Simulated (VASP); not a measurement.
# MgH2 (P-1) in VASP: single point with LDA

Aim: the single point of MgH2 with LDA.

Program: VASP 6.6.1. These are calculated values, not measurements. Logs are shortened: lines on timing, memory, paths and dates and some standing lists are left out, and cuts for length are marked.

### 1 The cell of the first run

The typed cell holds 3 atoms: a = 3.785 Å, b = 3.726 Å, c = 3.664 Å, α = 61.84°, β = 57.77°, γ = 57.44°.

### 2 Single point, LDA

INCAR reads:

```
  PREC = Accurate
  ENCUT = 520
  EDIFF = 1E-6
  ISMEAR = 0
  SIGMA = 0.1
  LREAL = False
  LASPH = True
  NELM = 80
  ALGO = Normal
  ISIF = 2
  LWAVE = False
  LCHARG = False
  GGA = CA
  NBANDS = 9
```

KPOINTS reads:

```
regular mesh
0
Gamma
  8 8 8
```

POSCAR reads:

```
MgH2
1.0
    0.0640443201      2.6579537648      2.6935340145
    2.5213988021      0.0148088690      2.7427694656
    2.4961959819      2.6819863957      0.0400116892
Mg H
1 2
Direct
    0.0000000000      0.0000000000      0.0000000000
    0.7500000000      0.7500000000      0.7500000000
    0.2500000000      0.2500000000      0.2500000000
```

Potentials or basis: VASP PAW LDA potentials, release 64 (Mg, H).

Launch:

```bash
> cat potpaw_LDA.64/Mg/POTCAR potpaw_LDA.64/H/POTCAR > POTCAR
> mpirun -np 1 vasp_std > vasp.out
```

OUTCAR:

```text
PREC = Accurate
   ENCUT = 520
   EDIFF = 1E-6
   ISMEAR = 0
   LREAL = False
   LASPH = True
   NELM = 80
   ISIF = 2
   GGA = CA

 ion  position               nearest neighbor table
   1  0.000  0.000  0.000-   2 2.22   3 2.22   3 2.25   2 2.25
   2  0.750  0.750  0.750-   1 2.22   1 2.25
   3  0.250  0.250  0.250-   1 2.22   1 2.25

  Warning from LATTYP: Got some problem with cell dimensions!
  Tried to take original basis but could not verify dimensions!
  LATTYP: Found a triclinic cell.
 ALAT       =     3.5995999784
 B/A-ratio  =     1.0549185121
 C/A-ratio  =     1.0514220668
 COS(alpha) =     0.0133840237
 COS(beta)  =     0.5085153894
 COS(gamma) =     0.5248946345

  Lattice vectors:

 A1 = (  -2.4321516618,  -0.0240326309,   2.6535223253)
 A2 = (   0.0252028202,  -2.6671775267,   2.7027577764)
 A3 = (   0.0640443201,   2.6579537648,   2.6935340145)

Analysis of symmetry for initial positions (statically):
=====================================================================
 Subroutine PRICEL returns:
 Original cell was already a primitive cell.

 Routine SETGRP: Setting up the symmetry group for a
 triclinic supercell.

 Subroutine GETGRP returns: Found  2 space group operations
 (whereof  2 operations were pure point group operations)
 out of a pool of  2 trial point group operations.

The static configuration has the point symmetry S_2 .

Analysis of symmetry for dynamics (positions and initial velocities):
=====================================================================
 Subroutine PRICEL returns:
 Original cell was already a primitive cell.

 Routine SETGRP: Setting up the symmetry group for a
 triclinic supercell.

 Subroutine GETGRP returns: Found  2 space group operations
 (whereof  2 operations were pure point group operations)
 out of a pool of  2 trial point group operations.

The dynamic configuration has the point symmetry S_2 .

 Subroutine INISYM returns: Found  2 space group operations
 (whereof  2 operations are pure point group operations),
 and found     1 'primitive' translations

----------------------------------------------------------------------------------------

                                     Primitive cell

  volume of cell :      35.5735

  direct lattice vectors                    reciprocal lattice vectors
     0.064044320  2.657953765  2.693534014    -0.206768465  0.189624434  0.189056223
     2.521398802  0.014808869  2.742769466     0.200083559 -0.188933514  0.181680397
     2.496195982  2.681986396  0.040011689     0.203810880  0.185975930 -0.188365303

  length of vectors
     3.784698849  3.725648341  3.664102392     0.338308852  0.329753044  0.334076951

  position of ions in fractional coordinates (direct lattice)
     0.000000000  0.000000000  0.000000000
     0.750000000  0.750000000  0.750000000
     0.250000000  0.250000000  0.250000000

  ion indices of the primitive-cell ions
   primitive index   ion index
                 1           1
                 2           2
                 3           3

----------------------------------------------------------------------------------------

 KPOINTS: regular mesh

Automatic generation of k-mesh.
 Grid dimensions read from file:
 generate k-points for:    8    8    8

 Generating k-lattice:

  Cartesian coordinates                     Fractional coordinates (reciprocal lattice)
    -0.025846058  0.023703054  0.023632028     0.125000000  0.000000000 -0.000000000
     0.025010445 -0.023616689  0.022710050     0.000000000  0.125000000  0.000000000
     0.025476360  0.023246991 -0.023545663     0.000000000  0.000000000  0.125000000

  Length of vectors
     0.042288607  0.041219131  0.041759619

  Shift w.r.t. Gamma in fractional coordinates (k-lattice)
     0.000000000  0.000000000  0.000000000

 Subroutine IBZKPT returns following result:
 ===========================================

 Found    260 irreducible k-points:

 Following reciprocal coordinates:
            Coordinates               Weight
  0.000000  0.000000  0.000000      1.000000
  0.125000  0.000000 -0.000000      2.000000
  0.250000  0.000000 -0.000000      2.000000
  0.375000 -0.000000  0.000000      2.000000
  0.500000  0.000000 -0.000000      1.000000
  0.000000  0.125000  0.000000      2.000000
[... 16 lines left out ...]
  0.125000  0.375000  0.000000      2.000000
  0.250000  0.375000  0.000000      2.000000
 [... further k-points ...]
   k-points           NKPTS =    260   k-points in BZ     NKDIM =    260   number of bands    NBANDS=      9
   number of dos      NEDOS =    301   number of ions     NIONS =      3
   total plane-waves  NPLWV =  21952
   dimension x,y,z NGX =    28 NGY =   28 NGZ =   28
   dimension x,y,z NGXF=    56 NGYF=   56 NGZF=   56
   ions per type =               1   2
   NGX,Y,Z   is equivalent  to a cutoff of  12.30, 12.49, 12.70 a.u.
   NGXF,Y,Z  is equivalent  to a cutoff of  24.60, 24.99, 25.41 a.u.
 SYSTEM =  unknown system
   PREC   = accura    normal or accurate (medium, high low for compatibility)
   ISTART =      0    job   : 0-new  1-cont  2-samecut
   ICHARG =      2    charge: 1-file 2-atom 10-const
   ISPIN  =      1    spin polarized calculation?
   LNONCOLLINEAR =      F non collinear calculations
   LSORBIT =      F    spin-orbit coupling
   LASPH  =      T    aspherical Exc in radial PAW
   ENCUT  =  520.0 eV  38.22 Ry    6.18 a.u.   7.04  6.93  6.81*2*pi/ulx,y,z
   NELM   =     80;   NELMIN=  2; NELMDL= -5     # of ELM steps
   EDIFF  = 0.1E-05   stopping-criterion for ELM
   LREAL  =      F    real-space projection
   EDIFFG = 0.1E-04   stopping-criterion for IOM
   NSW    =      0    number of steps for IOM
   IBRION =     -1    ionic relax: 0-MD 1-quasi-New 2-CG
   NFREE  =      0    steps in history (QN), initial steepest desc. (CG)
   ISIF   =      2    stress and relaxation
   ISYM   =      2    0-nonsym 1-usesym 2-fastsym
   POTIM  = 0.5000    time-step for ionic-motion
   TEBEG  =    0.0;   TEEND  =   0.0 temperature during run
   PSTRESS=    0.0 pullay stress
   NELECT =       4.0000    total number of electrons
   NUPDOWN=      -1.0000    fix difference up-down
   EMIN   =  10.00;   EMAX   =-10.00  energy-range for DOS
   EFERMI =   0.00;   METHOD = LEGACY
   ISMEAR =     0;   SIGMA  =   0.10  broadening in eV -4-tet -1-fermi 0-gaus
   EFERMI_NEDOS =   21; number of points for ismear=-14 and -15
   IALGO  =     38    algorithm
   IMIX   =      4    mixing-type and parameters
     AMIX     =   0.40;   BMIX     =  1.00
     AMIX_MAG =   1.60;   BMIX_MAG =  1.00
  volume/ion in A,a.u.               =      11.86        80.02
  Fermi-wavevector in a.u.,A,eV,Ry     =   0.790168  1.493201  8.495002  0.624365
  Thomas-Fermi vector in A             =   1.895455
   LORBIT       =      0    0 simple, 1 ext, 2 COOP (PROOUT), +10 PAW based schemes
   GGA     = CA    functional components
   LHFCALC =     F    Hartree Fock is set to
   AEXX    =    0.0000 exact exchange contribution
   IVDW    =     0    specifies the selected vdW correction
   LEPSILON=     F    determine dielectric tensor
   LRPA    =     F    only Hartree local field effects (RPA)
 non-spin polarized calculation
 Gauss-broadening in eV      SIGMA  =   0.10
  energy-cutoff  :      520.00
  volume of cell :       35.57
 maximum number of plane-waves:       973
   NGX = 15   NGY = 13   NGZ = 13

 number of electron       3.9999999 magnetization

 Free energy of the ion-electron system (eV)
  ---------------------------------------------------
  ext. energy  EPLUGINS =         0.00000000
  ---------------------------------------------------
  free energy    TOTEN  =        -8.63515052 eV

  energy without entropy =       -8.63365733  energy(sigma->0) =       -8.63440392

 E-fermi :   1.0620     XC(G=0):  -8.3853

 val. band max:        1.0109139858   @ k =  -0.3750  -0.3750   0.1250
 cond. band min:       1.0630188243   @ k =   0.5000   0.5000   0.1250
 fundamental gap:      0.0521048385
 Fermi energy:         1.0620425520

 k-point     1 :       0.0000    0.0000    0.0000
  band No.  band energies     occupation
      1      -6.9947      2.00000
      2       2.0142      0.00000
      3       9.2797      0.00000
      4       9.5132      0.00000
      5       9.9842      0.00000
      6      10.2662      0.00000
      7      10.6128      0.00000
      8      10.9630      0.00000
      9      11.0343      0.00000

 k-point     2 :       0.1250    0.0000   -0.0000
  band No.  band energies     occupation
      1      -6.7488      2.00000
      2       1.5753      0.00000
      3       8.1869      0.00000
      4       8.7199      0.00000
      5       8.9496      0.00000
      6      10.0440      0.00000
      7      11.2092      0.00000
      8      11.3892      0.00000
      9      12.6757      0.00000

 k-point     3 :       0.2500    0.0000   -0.0000
  band No.  band energies     occupation
      1      -6.0206      2.00000
      2       0.3087      2.00000
      3       6.7520      0.00000
      4       8.0689      0.00000
      5       8.4421      0.00000
      6       8.7235      0.00000
      7      10.3632      0.00000
      8      11.9359      0.00000
      9      13.4378      0.00000

 k-point     4 :       0.3750   -0.0000    0.0000
  band No.  band energies     occupation
      1      -4.8418      2.00000
      2      -1.4619      2.00000
      3       6.1611      0.00000
      4       7.3370      0.00000
      5       7.8798      0.00000
      6       8.6972      0.00000
      7       9.2485      0.00000
      8      10.6000      0.00000
      9      15.2950      0.00000

 k-point     5 :       0.5000    0.0000   -0.0000
  band No.  band energies     occupation
      1      -3.3430      2.00000
      2      -3.2085      2.00000
      3       6.0989      0.00000
      4       6.8508      0.00000
      5       7.8647      0.00000
      6       8.7681      0.00000
      7       9.0503      0.00000
      8       9.7688      0.00000
      9      17.3308      0.00000

 k-point     6 :       0.0000    0.1250    0.0000
  band No.  band energies     occupation
      1      -6.7609      2.00000
      2       1.5110      0.00000
      3       7.9208      0.00000
      4       8.8372      0.00000
      5       9.3977      0.00000
      6      10.0943      0.00000
      7      11.1742      0.00000
      8      11.6578      0.00000
      9      12.3739      0.00000
[... 169 lines left out ...]
 k-point    21 :      -0.1250    0.2500    0.0000
  band No.  band energies     occupation
      1      -5.4706      2.00000
      2      -0.5902      2.00000
      3       5.1205      0.00000
      4       7.5571      0.00000
      5       8.3933      0.00000
      6       9.8700      0.00000
      7      10.7436      0.00000
      8      12.7338      0.00000
      9      12.9243      0.00000

 k-point    22 :       0.0000    0.3750    0.0000
  band No.  band energies     occupation
      1      -4.9437      2.00000
      2      -1.6570      2.00000
      3       6.3517      0.00000
      4       7.5216      0.00000
      5       8.1114      0.00000
      6       9.1496      0.00000
      7       9.3946      0.00000
      8      10.9455      0.00000
      9      15.5703      0.00000

 k-point    23 :       0.1250    0.3750    0.0000
  band No.  band energies     occupation
      1      -5.2501      2.00000
      2      -0.8596      2.00000
      3       5.4720      0.00000
      4       6.0732      0.00000
      5       7.4052      0.00000
      6      10.2646      0.00000
      7      11.2282      0.00000
      8      13.2219      0.00000
      9      13.6497      0.00000

 k-point    24 :       0.2500    0.3750    0.0000
  band No.  band energies     occupation
      1      -5.1146      2.00000
      2      -0.1677      2.00000
      3       3.5092      0.00000
      4       5.6935      0.00000
      5       6.3370      0.00000
      6      10.0680      0.00000
      7      12.7059      0.00000
      8      14.4488      0.00000
      9      15.6465      0.00000

 [... further k-points ...]
[... 5 lines left out ...]
  --------------------------------------------------------------------------------------
  -------------------------------------------------------------------------------------
  Total       -1.6465511     -3.2752952     -3.3678742      0.0400022     -0.0052836      0.0964237
  in kB      -74.1582027   -147.5144076   -151.6840300      1.8016415     -0.2379644      4.3427801
  external PRESSURE =    -124.4522135 kB  Pullay stress =       0.0000000 kB

 VOLUME and BASIS-vectors are now :
 -----------------------------------------------------------------------------
  energy-cutoff  :      520.00
  volume of cell :       35.57
      direct lattice vectors                 reciprocal lattice vectors
     0.064044320  2.657953765  2.693534014    -0.206768465  0.189624434  0.189056223
     2.521398802  0.014808869  2.742769466     0.200083559 -0.188933514  0.181680397
     2.496195982  2.681986396  0.040011689     0.203810880  0.185975930 -0.188365303

 POSITION                                       TOTAL-FORCE (eV/Angst)
 -----------------------------------------------------------------------------------
      0.00000      0.00000      0.00000         0.000000      0.000000     -0.000000
      3.81123      4.01606      4.10724         0.000715     -0.039508     -0.016660
      1.27041      1.33869      1.36908        -0.000715      0.039508      0.016660
 -----------------------------------------------------------------------------------
    total drift:                                0.000000      0.000000      0.000000

  FREE ENERGIE OF THE ION-ELECTRON SYSTEM (eV)
  ---------------------------------------------------
  free  energy   TOTEN  =        -8.6351505201 eV

  energy  without entropy=       -8.6336573285  energy(sigma->0) =       -8.63440392
```

Run time: 2.5 min. Hardware: 1 thread of AMD EPYC 7R13, shared host; peak memory 0.18 GiB.

What came out:

```yaml
Free_energy: -8.6352 eV
Pressure: -12.4 GPa
Largest_force: 0.043 eV/Å
Band_gap_on_the_k_mesh: zero (band 2 reaches 2.01 eV, above the bottom of band 3 at 0.45 eV)
```

Forces in eV/Å, atoms in the order of the input:
```
Mg   0.000  0.000  0.000
H    0.001 -0.040 -0.017
H   -0.001  0.040  0.017
```
